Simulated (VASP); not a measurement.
# Co (Fm-3m) in VASP: notebook

Runs on Co. Level: PBE+D3(BJ). Tasks: single point, relaxation of cell and atoms.

All numbers are computed with VASP 6.6.1; they aren't measurements. Logs are shortened: lines on timing, memory, paths and dates and some standing lists are left out, and cuts for length are marked.

## 1. The cell of the first run

The structure is cubic, space group Fm-3m (No. 225). The conventional cell has a = 3.487 Å, b = 3.487 Å, c = 3.487 Å, α = 90.00°, β = 90.00°, γ = 90.00°. Within 3.3 Å of Co (site symmetry m-3m) lie 12 Co at 2.47 Å.

This isn't the form of Co at room conditions, which is hcp.

## 2. Single point, PBE+D3(BJ), collinear spin, ferromagnetic start

INCAR reads:

```
SYSTEM = Co
PREC = Accurate
ENCUT = 520
EDIFF = 1E-6
ISMEAR = 0
SIGMA = 0.1
LREAL = .FALSE.
LASPH = .TRUE.
NELM = 150
ALGO = Normal
ISIF = 2
LWAVE = .FALSE.
LCHARG = .FALSE.
ISPIN = 2
MAGMOM = 1.88
LORBIT = 11
LMAXMIX = 4
GGA = PE
IVDW = 12
NBANDS = 14
```

KPOINTS reads:

```
regular mesh
0
G
  20 20 20
  0 0 0
```

POSCAR reads:

```
Co
1.0
    0.0000000000      1.7434201833      1.7434201833
    1.7434201833      0.0000000000      1.7434201833
    1.7434201833      1.7434201833      0.0000000000
Co
1
Direct
    0.0000000000      0.0000000000      0.0000000000
```

Potentials or basis: VASP PAW PBE potentials, release 64 (Co).

On the command line:

```console
cat potpaw_PBE.64/Co/POTCAR > POTCAR
mpirun -np 1 vasp_std > vasp.out
```

OUTCAR:

```text
SYSTEM = Co
   PREC = Accurate
   ENCUT = 520
   EDIFF = 1E-6
   ISMEAR = 0
   LREAL = .FALSE.
   LASPH = .TRUE.
   NELM = 150
   ISIF = 2
   ISPIN = 2
   LORBIT = 11
   GGA = PE
   IVDW = 12
 IVDW          = 12

 ion  position               nearest neighbor table
   1  0.000  0.000  0.000-

  LATTYP: Found a face centered cubic cell.
 ALAT       =     3.4868403666

  Lattice vectors:

 A1 = (   0.0000000000,   1.7434201833,   1.7434201833)
 A2 = (   1.7434201833,   0.0000000000,   1.7434201833)
 A3 = (   1.7434201833,   1.7434201833,   0.0000000000)

Analysis of symmetry for initial positions (statically):
=====================================================================
 Subroutine PRICEL returns:
 Original cell was already a primitive cell.

 Routine SETGRP: Setting up the symmetry group for a
 face centered cubic supercell.

 Subroutine GETGRP returns: Found 48 space group operations
 (whereof 48 operations were pure point group operations)
 out of a pool of 48 trial point group operations.

The static configuration has the point symmetry O_h .

Analysis of symmetry for dynamics (positions and initial velocities):
=====================================================================
 Subroutine PRICEL returns:
 Original cell was already a primitive cell.

 Routine SETGRP: Setting up the symmetry group for a
 face centered cubic supercell.

 Subroutine GETGRP returns: Found 48 space group operations
 (whereof 48 operations were pure point group operations)
 out of a pool of 48 trial point group operations.

The dynamic configuration has the point symmetry O_h .

Analysis of structural, dynamic, and magnetic symmetry:
=====================================================================
 Subroutine PRICEL returns:
 Original cell was already a primitive cell.

 Routine SETGRP: Setting up the symmetry group for a
 face centered cubic supercell.

 Subroutine GETGRP returns: Found 48 space group operations
 (whereof 48 operations were pure point group operations)
 out of a pool of 48 trial point group operations.

The overall configuration has the point symmetry O_h .

 Subroutine INISYM returns: Found 48 space group operations
 (whereof 48 operations are pure point group operations),
 and found     1 'primitive' translations

----------------------------------------------------------------------------------------

                                     Primitive cell

  volume of cell :      10.5983

  direct lattice vectors                    reciprocal lattice vectors
     0.000000000  1.743420183  1.743420183    -0.286792596  0.286792596  0.286792596
     1.743420183  0.000000000  1.743420183     0.286792596 -0.286792596  0.286792596
     1.743420183  1.743420183  0.000000000     0.286792596  0.286792596 -0.286792596
[... 125 lines left out ...]
  ---------------------------------------------------
  free energy    TOTEN  =        -7.01775841 eV

  energy without entropy =       -7.01200258  energy(sigma->0) =       -7.01488050

 E-fermi :  10.6872     XC(G=0): -13.5430

 val. band max:       10.6866351670   @ k =   0.3500   0.2000   0.1000
 cond. band min:      10.6919724749   @ k =  -0.2500   0.3500   0.1000
 fundamental gap:      0.0053373080
 Fermi energy:        10.6871881768

 spin component 1

 k-point     1 :       0.0000    0.0000    0.0000
  band No.  band energies     occupation
      1       1.5340      1.00000
      2       7.9383      1.00000
      3       7.9383      1.00000
      4       7.9383      1.00000
      5       9.0234      1.00000
      6       9.0234      1.00000
      7      33.9262      0.00000
      8      38.4518      0.00000
      9      38.4518      0.00000
     10      38.4518      0.00000
     11      41.7680      0.00000
     12      41.7680      0.00000
     13      41.7680      0.00000
     14      44.1880      0.00000
[... 379 lines left out ...]
      3       7.9511      1.00000
      4       8.3601      1.00000
      5       9.5637      1.00000
      6       9.9855      1.00000
      7      20.4228      0.00000
      8      32.3463      0.00000
      9      35.0619      0.00000
     10      37.3366      0.00000
     11      38.9156      0.00000
     12      40.7411      0.00000
     13      44.9819      0.00000
     14      47.4072      0.00000

 [... further k-points ...]

 spin component 2

 k-point     1 :       0.0000    0.0000    0.0000
  band No.  band energies     occupation
      1       1.5576      1.00000
      2       9.4985      1.00000
      3       9.4985      1.00000
      4       9.4985      1.00000
      5      10.9973      0.00001
      6      10.9973      0.00001
      7      33.6207      0.00000
      8      38.6078      0.00000
      9      38.6078      0.00000
     10      38.6078      0.00000
     11      42.0798      0.00000
     12      42.0798      0.00000
     13      42.0798      0.00000
     14      43.8766      0.00000
[... 379 lines left out ...]
      3       9.5713      1.00000
      4       9.6457      1.00000
      5      11.4208      0.00000
      6      11.7827      0.00000
      7      21.0841      0.00000
      8      32.2515      0.00000
      9      35.2768      0.00000
     10      37.6960      0.00000
     11      39.1993      0.00000
     12      40.9649      0.00000
     13      45.4747      0.00000
     14      50.6141      0.00000

 [... further k-points ...]

------------------------ aborting loop because EDIFF is reached ----------------------------------------

 Edisp (eV)   -0.42706

 E8    (eV) :    -0.1874

  FORCE on cell =-STRESS in cart. coord.  units (eV):
  Direction    XX          YY          ZZ          XY          YZ          ZX
  --------------------------------------------------------------------------------------
  -------------------------------------------------------------------------------------
  Total      -0.06029    -0.06029    -0.06029    -0.00000     0.00000     0.00000
  in kB      -9.11418    -9.11418    -9.11418    -0.00000     0.00000     0.00000
  external pressure =       -9.11 kB  Pullay stress =        0.00 kB

 VOLUME and BASIS-vectors are now :
 -----------------------------------------------------------------------------
  energy-cutoff  :      520.00
  volume of cell :       10.60
      direct lattice vectors                 reciprocal lattice vectors
     0.000000000  1.743420183  1.743420183    -0.286792596  0.286792596  0.286792596
     1.743420183  0.000000000  1.743420183     0.286792596 -0.286792596  0.286792596
     1.743420183  1.743420183  0.000000000     0.286792596  0.286792596 -0.286792596

 POSITION                                       TOTAL-FORCE (eV/Angst)
 -----------------------------------------------------------------------------------
      0.00000      0.00000      0.00000        -0.000000      0.000000      0.000000
 -----------------------------------------------------------------------------------
    total drift:                                0.000000     -0.000000     -0.000000

  FREE ENERGIE OF THE ION-ELECTRON SYSTEM (eV)
  ---------------------------------------------------
  free  energy   TOTEN  =        -7.4448193491 eV

  energy  without entropy=       -7.4390635205  energy(sigma->0) =       -7.44194143

 total charge

# of ion       s       p       d       tot
------------------------------------------
    1        0.500   0.544   7.274   8.319

 magnetization (x)

# of ion       s       p       d       tot
------------------------------------------
    1       -0.013  -0.049   1.698   1.636
```

Wall time 44 s (1 thread of Intel Xeon Platinum 8488C (Sapphire Rapids), shared host); peak memory 0.18 GiB.

What came out:

| Property | Result |
| --- | --- |
| Free energy | -7.4448 eV |
| Pressure | -0.9 GPa |
| Net moment | 1.62 μB per cell |
| Site moments | Co +1.64 μB |
| Valence electrons inside the program's atomic spheres | Co 8.32 |
| Dispersion energy per atom | -0.427 eV |

## 3. Relaxation of cell and atoms, PBE+D3(BJ), collinear spin, ferromagnetic start

This run uses another cell than the first one, of 10.91 Å³/atom.

INCAR reads:

```
ALGO = Normal
EDIFF = 1E-6
EDIFFG = -0.005
ENCUT = 600
GGA = PE
IBRION = 2
ISIF = 3
ISMEAR = 0
ISPIN = 2
IVDW = 12
LASPH = True
LCHARG = False
LMAXMIX = 4
LORBIT = 11
LREAL = False
LWAVE = False
MAGMOM = 1.88
NELM = 150
NSW = 70
PREC = Accurate
SIGMA = 0.1
```

KPOINTS reads:

```
k-points
0
Gamma
  20 20 20
```

POSCAR reads:

```
Co
1.0
    0.0000000000      1.7601741092      1.7601741092
    1.7601741092      0.0000000000      1.7601741092
    1.7601741092      1.7601741092      0.0000000000
Co
1
Direct
    0.0000000000      0.0000000000      0.0000000000
```

Potentials or basis: VASP PAW PBE potentials, release 64 (Co).

On the command line:

```console
cat potpaw_PBE.64/Co/POTCAR > POTCAR
mpirun -np 1 vasp_std > vasp.out
```

OUTCAR:

```text
EDIFF = 1E-6
   EDIFFG = -0.005
   ENCUT = 600
   GGA = PE
   IBRION = 2
   ISIF = 3
   ISMEAR = 0
   ISPIN = 2
   IVDW = 12
   LASPH = True
   LORBIT = 11
   LREAL = False
   NELM = 150
   NSW = 70
   PREC = Accurate
 IVDW          = 12

 ion  position               nearest neighbor table
   1  0.000  0.000  0.000-

  LATTYP: Found a face centered cubic cell.
 ALAT       =     3.5203482184

  Lattice vectors:

 A1 = (   0.0000000000,   1.7601741092,   1.7601741092)
 A2 = (   1.7601741092,   0.0000000000,   1.7601741092)
 A3 = (   1.7601741092,   1.7601741092,   0.0000000000)

Analysis of symmetry for initial positions (statically):
=====================================================================
 Subroutine PRICEL returns:
 Original cell was already a primitive cell.

 Routine SETGRP: Setting up the symmetry group for a
 face centered cubic supercell.
[... 272 lines left out ...]
 fundamental gap:      0.0045904625
 Fermi energy:        10.7468309093

 spin component 1

 k-point     1 :       0.0000    0.0000    0.0000
  band No.  band energies     occupation
      1       1.5695      1.00000
      2       7.9925      1.00000
      3       7.9925      1.00000
      4       7.9925      1.00000
      5       9.0864      1.00000
      6       9.0864      1.00000
      7      34.0216      0.00000
      8      38.5797      0.00000
      9      38.5797      0.00000
[... 265 lines left out ...]
 k-point    24 :      -0.3500    0.0500    0.0000
  band No.  band energies     occupation
      1       5.2115      1.00000
      2       7.9506      1.00000
      3       8.0060      1.00000
      4       8.4152      1.00000
      5       9.6291      1.00000
      6      10.0530      1.00000
      7      20.5242      0.00000
      8      32.4502      0.00000
      9      35.1891      0.00000

 [... further k-points ...]

 spin component 2

 k-point     1 :       0.0000    0.0000    0.0000
  band No.  band energies     occupation
      1       1.5946      1.00000
      2       9.5513      1.00000
      3       9.5513      1.00000
      4       9.5513      1.00000
      5      11.0576      0.00001
      6      11.0576      0.00001
      7      33.7188      0.00000
      8      38.7359      0.00000
      9      38.7359      0.00000
[... 308 lines left out ...]
  FREE ENERGIE OF THE ION-ELECTRON SYSTEM (eV)
  ---------------------------------------------------
  free  energy   TOTEN  =        -7.4448547145 eV

  energy  without entropy=       -7.4391320839  energy(sigma->0) =       -7.44199340

 reached required accuracy - stopping structural energy minimisation

 total charge

# of ion       s       p       d       tot
------------------------------------------
    1        0.502   0.548   7.277   8.327

 magnetization (x)

# of ion       s       p       d       tot
------------------------------------------
    1       -0.013  -0.049   1.695   1.634
```

OSZICAR:

```text
N       E                     dE             d eps       ncg     rms          rms(c)
DAV:   1     0.225829398661E+02    0.22583E+02   -0.46124E+03  9288   0.133E+03
DAV:   2    -0.755528056119E+01   -0.30138E+02   -0.28886E+02  9301   0.160E+02
[... 27 lines left out ...]
DAV:   4    -0.701777044483E+01    0.22157E-02   -0.58625E-04  9819   0.326E-01    0.311E-01
DAV:   5    -0.701592768348E+01    0.18428E-02   -0.24908E-03 12794   0.428E-01    0.585E-02
DAV:   6    -0.701593676908E+01   -0.90856E-05   -0.24228E-05 11016   0.721E-02    0.314E-02
DAV:   7    -0.701594246925E+01   -0.57002E-05   -0.33226E-06  9601   0.300E-02    0.117E-02
DAV:   8    -0.701594425964E+01   -0.17904E-05   -0.81945E-07  6926   0.139E-02    0.228E-03
DAV:   9    -0.701594430597E+01   -0.46328E-07   -0.35852E-08  4647   0.216E-03
   3 F= -.74448547E+01 E0= -.74419934E+01  d E =-.816068E-02  mag=     1.6218
```

Wall time 74 s (1 thread of Intel Xeon Platinum 8488C (Sapphire Rapids), shared host); peak memory 0.19 GiB.

What came out:

- Free energy: -7.4449 eV
- Relaxed volume: 10.55 Å³/atom
- Relaxed cell: a = 2.462 Å, b = 2.462 Å, c = 2.462 Å, α = 60.00°, β = 60.00°, γ = 60.00°
- Space group after relaxing (to 0.1 Å): Fm-3m (No. 225)
- Energy gained by relaxing: 8.2 meV/atom
- Ionic steps: 3
- Pressure after relaxing: 0.0 GPa
- Net moment: 1.62 μB per cell
- Site moments: Co +1.63 μB
- Valence electrons inside the program's atomic spheres: Co 8.33
- Dispersion energy per atom: -0.429 eV

Step by step:
| step | energy change (eV) | largest force (eV/Å) | pressure (GPa) | volume (Å³) |
| --- | --- | --- | --- | --- |
| 1 | 0.0000 | 0.0000 | -7.09 | 10.91 |
| 2 | 0.0032 | 0.0000 | 9.70 | 10.16 |
| 3 | -0.0082 | 0.0000 | -0.01 | 10.55 |

Final structure:
```yaml
crystal:
  lattice:
    - [0.00000, 1.74099, 1.74099]
    - [1.74099, 0.00000, 1.74099]
    - [1.74099, 1.74099, 0.00000]
  atoms:
    - { symbol: Co, position: [0.00000, 0.00000, 0.00000] }
```

Levels at points of the mesh, in eV from the Fermi level:
Spin up:
| k point | band 1 | band 2 | band 3 | band 4 | band 5 | band 6 | band 7 | band 8 | band 9 |
| --- | --- | --- | --- | --- | --- | --- | --- | --- | --- |
| (0.00, 0.00, 0.00) | -9.18 | -2.75 | -2.75 | -2.75 | -1.66 | -1.66 | 23.27 | 27.83 | 27.83 |
| (0.50, 0.00, 0.00) | -5.34 | -2.89 | -2.89 | -0.73 | -0.73 | -0.31 | 6.38 | 21.82 | 25.41 |
| (0.50, 0.50, 0.00) | -5.44 | -4.78 | -0.84 | -0.45 | -0.45 | 2.57 | 9.87 | 15.18 | 15.18 |
Spin down:
```
           k point  band 1  band 2  band 3  band 4  band 5  band 6  band 7  band 8  band 9
(0.00, 0.00, 0.00)   -9.15   -1.20   -1.20   -1.20    0.31    0.31   22.97   27.99   27.99
(0.50, 0.00, 0.00)   -4.44   -1.21   -1.21   -0.34    1.17    1.17    7.38   21.54   25.73
(0.50, 0.50, 0.00)   -4.27   -3.54    1.22    1.35    1.35    2.59   10.78   15.35   15.35
```
